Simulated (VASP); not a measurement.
Set up this calculation in VASP 6.6.1, as the native input.

* Task: single point
* Functional: LDA
* Potentials or basis: VASP PAW LDA potentials, release 64 (Ir_sv_GW)
* Cutoff: 560 eV
* k mesh: 20 × 20 × 20
* Occupations: fermi-dirac, width 0.1 eV
* Spin: no spin polarisation
* Dipole correction: no
* Further INCAR settings: ALGO = Normal; EDIFF = 1e-06; NBANDS = 14

The structure of Ir lies in POSCAR:

```
Ir
1.0
    0.0000000000      1.9060927672      1.9060927672
    1.9060927672      0.0000000000      1.9060927672
    1.9060927672      1.9060927672      0.0000000000
Ir
1
Direct
    0.0000000000      0.0000000000      0.0000000000
```

These files were run (other wordings do the same):

INCAR

```
ALGO     = Normal         # electronic algorithm
EDIFF    = 1E-6           # SCF threshold, eV
ENCUT    = 560            # plane-wave cutoff, eV
GGA      = CA             # functional
GGA_COMPAT= False        
ISIF     = 2              # what is computed and relaxed
ISMEAR   = -1             # smearing method
LASPH    = True           # aspherical terms in the spheres
LCHARG   = False          # write CHGCAR
LREAL    = False          # projectors in reciprocal space
LWAVE    = False          # write WAVECAR
NBANDS   = 14             # bands
NELM     = 120            # most SCF steps
PREC     = Accurate       # precision mode
SIGMA    = 0.1            # smearing width, eV
```

KPOINTS

```
k-points
0
Gamma
  20 20 20
```

Potentials or basis: VASP PAW LDA potentials, release 64 (Ir_sv_GW).

Command:

```sh
$ cat potpaw_LDA.64/Ir_sv_GW/POTCAR > POTCAR
$ mpirun -np 1 vasp_std > vasp.out
```

It gave:

| Property | Result |
| --- | --- |
| Pressure | -0.6 GPa |
| Band gap on the k mesh | zero (an odd number of electrons rules out a gap without spin polarisation) |

Caveat: spin-orbit coupling is left out, which moves the levels of the heavy elements.

It took 23 s on 1 thread of Intel(R) Xeon(R) Platinum 8488C (Sapphire Rapids) (shared host), peak memory 0.18 GiB.
